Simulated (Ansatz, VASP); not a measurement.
## One calculation of NbTe2Mo3, two programs

```
Nb Te Mo
1.0
     4.01494   -4.90263    0.00000
     4.01494    4.90263    0.00000
     0.00000    0.00000    4.01304
Nb Te Mo
1 2 3
Direct
  0.50000 0.50000 0.00000
  0.72289 0.27711 0.50000
  0.27711 0.72289 0.50000
  0.70754 0.70754 0.50000
  0.29246 0.29246 0.50000
  0.00000 0.00000 0.50000
```

Alike in both runs: functional PBE; k mesh 3 × 3 × 3; occupations gaussian, width 0.2 eV; no spin polarisation.

Ansatz relaxed the structure, and its values are those at the end. VASP's run is a single point on that final structure, the one shown.

|  | VASP | Ansatz |
| --- | --- | --- |
| version | VASP 6.6.1 | Ansatz 0.2.0 |
| potentials or method | VASP PAW PBE potentials, release 64 (Nb_sv, Te, Mo_sv), cutoff 500 eV | scalar-relativistic, plane waves, PAW |
| valence electrons in the cell | 67 | 87 |

Ansatz gave:

| Item | Value |
| --- | --- |
| gap on the k mesh at the Fermi level (eV) | none |
| pressure (GPa) | -0.2 |
| rms of the force components (eV/Å) | 0.011 |

Q: Which values does VASP return?

A: gap on the k mesh at the Fermi level (eV): none; pressure (GPa): -0.1; rms of the force components (eV/Å): 0.032.

A gap of «none» marks a metal or a gap that the smearing closes. With one functional, cell and mesh, what is left measures potentials, basis and numerics. VASP's potentials hold 67 valence electrons a cell and Ansatz's 87, so a difference there can come from the potentials and not from the codes.

The k mesh is coarse, so the values compare programs but aren't converged. Neither program's run includes spin-orbit coupling.
